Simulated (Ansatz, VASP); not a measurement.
Two plane-wave programs on CaO

```
Ca O
1.0
     0.00000    2.60423    2.60423
     2.60423    0.00000    2.60423
     2.60423    2.60423    0.00000
Ca O
1 1
Direct
  0.00000 0.00000 0.00000
  0.25000 0.25000 0.25000
```

Change from the starting cell: volume scaled by 0.98, PAW files.

Alike in both runs: task electric field gradients; functional PBE; k mesh 11 × 11 × 11; occupations fermi-dirac, width 0.05 eV; no spin polarisation.

```csv
,VASP,Ansatz
version,VASP 6.6.1,Ansatz 0.2.0
potentials or method,"VASP PAW PBE potentials, release 64 (Ca_sv, O)","PAW with Ansatz's default frozen-core files, scalar-relativistic"
plane-wave cutoff (eV),520,420
valence electrons in the cell,16,16
```

|  | VASP | Ansatz | Ansatz less VASP |
| --- | --- | --- | --- |
| gap on the k mesh at the Fermi level (eV) | 3.35 | 3.36 | +0.007 |
| pressure (GPa) | 2.1 | 1.6 | -0.48 |

With one functional, cell and mesh, what is left measures potentials, basis and numerics.
